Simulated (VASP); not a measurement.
Here is a VASP 6.6.1 calculation.

The input INCAR:

```
PREC = Accurate ; ENCUT = 520
EDIFF = 1E-7 ; ISMEAR = 0
SIGMA = 0.1 ; LREAL = F
LASPH = T ; NELM = 100
ALGO = Normal ; ISIF = 2
LWAVE = F ; LCHARG = T
GGA = PE ; LELF = T
LVHAR = T ; NBANDS = 21
```

The input KPOINTS:

```
Automatic mesh
0
Gamma
  6 4 4
```

POSCAR

```
Be2SbP3
1.0
    3.6209406455      0.0252104918      0.0313106757
    1.7204363758      5.1615134959      0.0587962984
    1.4016467411      1.1610894714      5.7721659888
Be Sb P
2 1 3
Direct
    0.5453619725      0.7061230644      0.0740355544
    0.4487709729      0.3943635778      0.8773123004
    0.0626653709      0.2596976688      0.5865411303
    0.9372261627      0.8658548217      0.2215195981
    0.0794546397      0.7953866384      0.8381864418
    0.9265208817      0.2900022089      0.0909769948
```

Potentials or basis: VASP PAW PBE potentials, release 64 (Be, Sb, P).

Command:

```bash
$ cat potpaw_PBE.64/Be/POTCAR potpaw_PBE.64/Sb/POTCAR potpaw_PBE.64/P/POTCAR > POTCAR
$ mpirun -np 1 vasp_std > vasp.out
```

(1) Predict the band gap on the k mesh.

(2) Estimate the pressure.

(3) Estimate the largest force.

## Answers

(1) zero (bands 12 and 13 overlap by 2.10 eV).

(2) -0.1 GPa.

(3) 0.068 eV/Å.

Caveat: spin-orbit coupling is left out, which moves the levels of the heavy elements.
